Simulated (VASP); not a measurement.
Re: single point with r2SCAN

Re:

```xyz
2
Lattice="2.8433 0.0000 0.0000 -1.4216 2.4623 0.0000 0.0000 0.0000 4.2317" Properties=species:S:1:pos:R:3 pbc="T T T"
Re    0.0000    1.6416    1.0579
Re    1.4216    0.8208    3.1738
```

This cell differs from its parent crystal: ratio of the length along z to the lengths across it x 0.92, volume and fractional coordinates fixed.

```yaml
Program: VASP 6.6.1
Task: single point
Functional: r2SCAN
Potentials_or_basis: VASP PAW PBE potentials, release 64 (Re)
Cutoff: 520 eV
k_mesh: 21 × 21 × 12
Occupations: gaussian, width 0.15 eV
Spin: no spin polarisation
```

| Property | Result |
| --- | --- |
| Pressure | -0.4 GPa |
| Band gap on the k mesh | zero (bands 7 and 8 overlap by 3.40 eV) |

Stress tensor (GPa, compression positive):
```
-10.83   0.00   0.00
  0.00 -10.83   0.00
  0.00   0.00  20.60
```

Levels at points of the mesh, in eV from the Fermi level:
```tsv
k point	band 5	band 6	band 7	band 8	band 9	band 10
(0.00, 0.00, 0.00)	-0.65	-0.65	-0.54	-0.54	-0.54	1.59
(0.00, 0.00, 0.50)	-2.15	-2.15	-1.91	-1.91	2.78	2.78
```

Run time: 9.8 min on 1 thread of Oxide Virtual Turin-like Processor (shared host), peak memory 0.22 GiB.

Caveat: the stress differs along the axes, from -11 to 21 GPa; the PAW data sets were made with another functional, which shifts forces and pressure a little; spin-orbit coupling is left out, which moves the levels of the heavy elements.
